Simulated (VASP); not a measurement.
# Zr (Fd-3m) in VASP: notebook, part 2 of 2

VASP 6.6.1. Earlier steps stand in the parts before.

## (3) Single point, PBEsol

INCAR reads:

```
PREC = Accurate
ENCUT = 520
EDIFF = 1E-6
ISMEAR = -1
SIGMA = 0.05
LREAL = F
LASPH = T
NELM = 80
ALGO = Normal
ISIF = 2
LWAVE = F
LCHARG = T
GGA = PS
LELF = T
LVHAR = T
NBANDS = 19
```

KPOINTS reads:

```
regular mesh
0
Gamma
  11 11 11
```

POSCAR reads:

```
Zr
1.0
    0.0000000000      2.8447908456      2.8447908456
    2.8447908456      0.0000000000      2.8447908456
    2.8447908456      2.8447908456      0.0000000000
Zr
2
Direct
   -0.1250000000     -0.1250000000     -0.1250000000
    0.1250000000      0.1250000000      0.1250000000
```

Potentials or basis: VASP PAW PBE potentials, release 64 (Zr_sv).

Launch:

```console
cat potpaw_PBE.64/Zr_sv/POTCAR > POTCAR
mpirun -np 1 vasp_std > vasp.out
```

OUTCAR:

```text
PREC = Accurate
   ENCUT = 520
   EDIFF = 1E-6
   ISMEAR = -1
   LREAL = F
   LASPH = T
   NELM = 80
   ISIF = 2
   GGA = PS

 ion  position               nearest neighbor table
   1  0.875  0.875  0.875-   2 2.46   2 2.46   2 2.46   2 2.46
   2  0.125  0.125  0.125-   1 2.46   1 2.46   1 2.46   1 2.46

  LATTYP: Found a face centered cubic cell.
 ALAT       =     5.6895816912

  Lattice vectors:

 A1 = (   0.0000000000,   2.8447908456,   2.8447908456)
 A2 = (   2.8447908456,   0.0000000000,   2.8447908456)
 A3 = (   2.8447908456,   2.8447908456,   0.0000000000)

Analysis of symmetry for initial positions (statically):
=====================================================================
 Subroutine PRICEL returns:
 Original cell was already a primitive cell.

 Routine SETGRP: Setting up the symmetry group for a
 face centered cubic supercell.

 Subroutine GETGRP returns: Found 48 space group operations
 (whereof 12 operations were pure point group operations)
 out of a pool of 48 trial point group operations.

[... 159 lines left out ...]
  ---------------------------------------------------
  free energy    TOTEN  =       -12.87543207 eV

  energy without entropy =      -12.84195197  energy(sigma->0) =      -12.85869202

 E-fermi :   8.4732     XC(G=0): -10.9398

 val. band max:        8.4713383413   @ k =   0.2727   0.1818   0.0000
 cond. band min:       8.4793282413   @ k =   0.3636   0.0000   0.0000
 fundamental gap:      0.0079899000
 Fermi energy:         8.4732167377

 k-point     1 :       0.0000    0.0000    0.0000
  band No.  band energies     occupation
      1     -40.6105      2.00000
      2     -39.1508      2.00000
      3     -19.1420      2.00000
      4     -19.1420      2.00000
      5     -19.1420      2.00000
      6     -17.2272      2.00000
[... 505 lines left out ...]
      6     -17.3120      2.00000
[... 11 lines left out ...]
     18      14.1172      0.00000
     19      16.0407      0.00000

 [... further k-points ...]

------------------------ aborting loop because EDIFF is reached ----------------------------------------

  FORCE on cell =-STRESS in cart. coord.  units (eV):
  Direction    XX          YY          ZZ          XY          YZ          ZX
  --------------------------------------------------------------------------------------
  -------------------------------------------------------------------------------------
  Total        3.8559927      3.8559927      3.8559927      0.0000000      0.0000000      0.0000000
  in kB      134.1731965    134.1731965    134.1731965      0.0000000      0.0000000      0.0000000
  external PRESSURE =     134.1731965 kB  Pullay stress =       0.0000000 kB

 VOLUME and BASIS-vectors are now :
 -----------------------------------------------------------------------------
  energy-cutoff  :      520.00
  volume of cell :       46.04
      direct lattice vectors                 reciprocal lattice vectors
     0.000000000  2.844790846  2.844790846    -0.175759846  0.175759846  0.175759846
     2.844790846  0.000000000  2.844790846     0.175759846 -0.175759846  0.175759846
     2.844790846  2.844790846  0.000000000     0.175759846  0.175759846 -0.175759846

 POSITION                                       TOTAL-FORCE (eV/Angst)
 -----------------------------------------------------------------------------------
      4.97838      4.97838      4.97838        -0.000000     -0.000000     -0.000000
      0.71120      0.71120      0.71120         0.000000      0.000000      0.000000
 -----------------------------------------------------------------------------------
    total drift:                               -0.000000      0.000000      0.000000

  FREE ENERGIE OF THE ION-ELECTRON SYSTEM (eV)
  ---------------------------------------------------
  free  energy   TOTEN  =       -12.8754320734 eV

  energy  without entropy=      -12.8419519676  energy(sigma->0) =      -12.85869202
```

OSZICAR:

```text
N       E                     dE             d eps       ncg     rms          rms(c)
DAV:   1     0.224342833475E+03    0.22434E+03   -0.13292E+04  2128   0.125E+03
DAV:   2     0.163988748659E+01   -0.22270E+03   -0.21815E+03  2544   0.370E+02
DAV:   3    -0.126856018229E+02   -0.14325E+02   -0.13884E+02  3960   0.686E+01
DAV:   4    -0.129811657860E+02   -0.29556E+00   -0.29161E+00  2534   0.928E+00
DAV:   5    -0.129884265191E+02   -0.72607E-02   -0.72541E-02  2882   0.114E+00    0.229E+01
DAV:   6    -0.128639575315E+02    0.12447E+00   -0.34374E-01  3253   0.404E+00    0.117E+01
DAV:   7    -0.128736029060E+02   -0.96454E-02   -0.16316E-01  3684   0.271E+00    0.147E+00
DAV:   8    -0.128756194994E+02   -0.20166E-02   -0.21941E-02  2776   0.109E+00    0.200E-01
DAV:   9    -0.128754140322E+02    0.20547E-03   -0.11978E-03  2585   0.233E-01    0.555E-02
DAV:  10    -0.128754329784E+02   -0.18946E-04   -0.66569E-05  2946   0.797E-02    0.106E-02
DAV:  11    -0.128754320734E+02    0.90502E-06   -0.24323E-06  2105   0.136E-02
   1 F= -.12875432E+02 E0= -.12858692E+02  d E =-.334801E-01
```

Run time: 59 s. Hardware: 1 thread of Intel Xeon Platinum 8259CL at 2.50GHz (Skylake/Cascade Lake), shared host; peak memory 0.19 GiB.

Results:

- Free energy: -12.8754 eV
- Pressure: 13.4 GPa
- Band gap on the k mesh: zero (band 12 reaches 8.93 eV, above the bottom of band 13 at 8.03 eV)

Caveat: the PAW data sets were made with another functional, which shifts forces and pressure a little.

## (4) Relaxation of cell and atoms, PBEsol, target pressure 13 GPa, at which the enthalpy is minimised

INCAR reads:

```
ALGO = Normal
EDIFF = 1E-6
EDIFFG = -0.005
ENCUT = 600
GGA = PS
IBRION = 2
ISIF = 3
ISMEAR = -1
LASPH = True
LCHARG = False
LREAL = False
LWAVE = False
NELM = 80
NSW = 32
PREC = Accurate
PSTRESS = 130.0
SIGMA = 0.05
```

KPOINTS reads:

```
k-points
0
Gamma
  11 11 11
```

POSCAR reads:

```
Zr
1.0
    0.0000000000      2.8442656427      2.8442656427
    2.8442656427      0.0000000000      2.8442656427
    2.8442656427      2.8442656427      0.0000000000
Zr
2
Direct
   -0.1250000000     -0.1250000000     -0.1250000000
    0.1250000000      0.1250000000      0.1250000000
```

Launch:

```console
cat potpaw_PBE.64/Zr_sv/POTCAR > POTCAR
mpirun -np 1 vasp_std > vasp.out
```

Run time: 87 s. Hardware: 1 thread of Intel Xeon Platinum 8259CL at 2.50GHz (Skylake/Cascade Lake), shared host; peak memory 0.21 GiB.

The run converged. Its results:

```
Free energy                                            : -12.8945 eV
Relaxed volume                                         : 23.14 Å³/atom
Relaxed cell                                           : a = 4.030 Å, b = 4.030 Å, c = 4.030 Å, α = 60.00°, β = 60.00°, γ = 60.00°
Space group after relaxing (to 0.05 Å)                 : Fd-3m (No. 227)
Energy change on relaxing (the enthalpy is what falls) : -10.4 meV/atom
Ionic steps                                            : 3
Pressure after relaxing                                : 13.0 GPa
Band gap on the k mesh                                 : zero (band 12 reaches 8.86 eV, above the bottom of band 13 at 7.98 eV)
```

Step by step:
```tsv
step	energy change (eV)	largest force (eV/Å)	pressure (GPa)	volume (Å³)
1	0.0000	0.0000	13.46	46.02
2	-0.0359	0.0000	12.64	46.46
3	-0.0208	0.0000	12.99	46.27
```

Final structure:
```
Zr
1.0
     0.00000    2.84945    2.84945
     2.84945    0.00000    2.84945
     2.84945    2.84945    0.00000
Zr
2
Direct
  0.87500 0.87500 0.87500
  0.12500 0.12500 0.12500
```

Levels at points of the mesh, in eV from the Fermi level:
```csv
k point,band 10,band 11,band 12,band 13,band 14,band 15
"(0.00, 0.00, 0.00)",-1.65,-1.65,0.00,0.00,0.00,2.81
```

Caveat: the cell is relaxed towards a set pressure, so the enthalpy falls and the energy may rise; the PAW data sets were made with another functional, which shifts forces and pressure a little.

## (5) Summary

```tsv
task	cell	cutoff (eV)	gap on the mesh (eV)	pressure (GPa)
single point	a = 4.022 Å, angles 60.0°, 2 atoms	520	none	13.5
single point	a = 4.023 Å, angles 60.0°, 2 atoms	520	none	13.4
relaxation of cell and atoms	relaxed to 13 GPa from a = 4.022 Å, angles 60.0°, 2 atoms	600	none	13.0
```

Alike in all rows: level PBEsol; potentials or basis VASP PAW PBE potentials, release 64 (Zr_sv); no spin polarisation; k mesh 11 × 11 × 11; smearing fermi-dirac 0.05 eV.

Caveats: the PAW data sets were made with another functional, which shifts forces and pressure a little; the cell is relaxed towards a set pressure, so the enthalpy falls and the energy may rise (some runs).

Absolute energies hang on the potentials; compare differences alone.
